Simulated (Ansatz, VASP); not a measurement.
## Two plane-wave programs on Yb

```
Yb
1.0
     0.00000    4.48618    4.48618
     4.48618    0.00000    4.48618
     4.48618    4.48618    0.00000
Yb
2
Direct
  0.12500 0.12500 0.12500
  0.87500 0.87500 0.87500
```

Alike in both runs: functional RPBE; k mesh 7 × 7 × 7; occupations fermi-dirac, width 0.1 eV; no spin polarisation.

Ansatz relaxed the structure, and its values are those at the end. VASP's run is a single point on that final structure, the one shown.

|  | VASP | Ansatz |
| --- | --- | --- |
| version | VASP 6.6.1 | Ansatz 0.2.0 |
| potentials or method | VASP PAW PBE potentials, release 64 (Yb), cutoff 520 eV | plane waves (420 eV) with PAW, scalar-relativistic |
| valence electrons in the cell | 48 | 48 |

Ansatz gave:

```
pressure (GPa) : 0.0
```

Task: What did VASP give for the same quantities?

Result: Pressure (GPa): -0.2.

VASP's potentials were made for PBE, not for RPBE. With one functional, cell and mesh, what is left measures potentials, basis and numerics.

Spin-orbit coupling is off throughout.
